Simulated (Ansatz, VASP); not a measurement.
**Two plane-wave programs on TiAl3**

```
CELL_PARAMETERS angstrom
-1.85529 1.85529 4.61291
1.85529 -1.85529 4.61291
1.85529 1.85529 -4.61291
ATOMIC_POSITIONS crystal
Ti 0.00000 0.00000 0.00000
Al 0.50000 0.50000 0.00000
Al 0.75000 0.21957 0.46957
Al 0.25000 0.78043 0.53043
```

Change from the starting cell: mode 9 frozen in at -0.117 Å, strain +e along z and -e/2 along x and y +0.0700.

Alike in both runs: task single point; functional PBE; k mesh 14 × 14 × 14; occupations gaussian, width 0.15 eV; no spin polarisation.

```csv
,VASP,Ansatz
version,VASP 6.6.1,Ansatz 0.2.0
potentials or method,"VASP PAW PBE potentials, release 64 (Ti_sv, Al), cutoff 520 eV","scalar-relativistic, plane waves, PAW"
valence electrons in the cell,21,21
```

Ansatz gave:

```
gap on the k mesh at the Fermi level (eV)                     : none
pressure (GPa)                                                : 3.0
traceless stress, the component that is largest in VASP (GPa) : -14.24
rms of the force components (eV/Å)                            : 0.680
```

Which values does VASP return?

gap on the k mesh at the Fermi level (eV): none; pressure (GPa): 3.0; traceless stress, the component that is largest in VASP (GPa): -14.25; rms of the force components (eV/Å): 0.681.

Atom by atom the forces differ by 0.001 eV/Å (rms over components). A gap of «none» marks a metal or a gap that the smearing closes. With one functional, cell and mesh, what is left measures potentials, basis and numerics.
